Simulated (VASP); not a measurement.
Input of a VASP 6.6.1 run:

INCAR

```
SYSTEM = Mo
PREC = Accurate ; ENCUT = 520
EDIFF = 1E-6 ; ISMEAR = -1
SIGMA = 0.1 ; LREAL = .FALSE.
LASPH = .TRUE. ; NELM = 80
ALGO = Normal ; ISIF = 2
LWAVE = .FALSE. ; LCHARG = .FALSE.
GGA = B5 ; ALDAX = 1.0
AGGAX = 1.0 ; AGGAC = 1.0
ALDAC = 0.0 ; NBANDS = 13
```

KPOINTS

```
Automatic mesh
0
G
  14 14 14
  0 0 0
```

Contents of POSCAR:

```
Mo
1.0
   -1.6016412095      1.6016412095      1.6016412095
    1.6016412095     -1.6016412095      1.6016412095
    1.6016412095      1.6016412095     -1.6016412095
Mo
1
Direct
    0.0000000000      0.0000000000      0.0000000000
```

Potentials or basis: VASP PAW PBE potentials, release 64 (Mo_sv).

The run is started by

```sh
$ cat potpaw_PBE.64/Mo_sv/POTCAR > POTCAR
$ mpirun -np 1 vasp_std > vasp.out
```

Q: Estimate the pressure.

A: 0.9 GPa.

Q: Predict the band gap on the k mesh.

A: Zero (band 7 reaches 15.96 eV, above the bottom of band 8 at 11.01 eV).

Caveat: the PAW data sets were made with another functional, which shifts forces and pressure a little.
